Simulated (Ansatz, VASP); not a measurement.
## One calculation of MoS2, two programs

```xyz
3
Lattice="3.2058 0.0000 0.0000 -1.6029 2.7763 0.0000 0.0000 0.0000 6.2701" Properties=species:S:1:pos:R:3 pbc="T T T"
Mo    0.0000    0.0000    3.1351
S     1.6029    0.9254    4.6692
S     0.0000    1.8509    1.6009
```

Alike in both runs: task single point; functional BLYP; dispersion D4; k mesh 9 × 9 × 4; occupations fermi-dirac, width 0.05 eV; no spin polarisation.

|  | VASP | Ansatz |
| --- | --- | --- |
| version | VASP 6.6.1 | Ansatz 0.2.0 |
| potentials or method | VASP PAW PBE potentials, release 64 (Mo_sv, S) | Ansatz PAW |
| plane-wave cutoff (eV) | 520 | 420 |
| valence electrons in the cell | 26 | 26 |

|  | VASP | Ansatz | Ansatz less VASP |
| --- | --- | --- | --- |
| gap on the k mesh at the Fermi level (eV) | none | none | - |
| pressure (GPa) | 4.2 | 4.2 | -0.03 |
| traceless stress, the component that is largest in VASP (GPa) | -0.08 | -0.08 | 0.000 |
| rms of the force components (eV/Å) | 0.456 | 0.451 | -0.0049 |

VASP's potentials were made for PBE, not for BLYP. Atom by atom the forces differ by 0.005 eV/Å (rms over components). A gap of «none» marks a metal or a gap that the smearing closes.
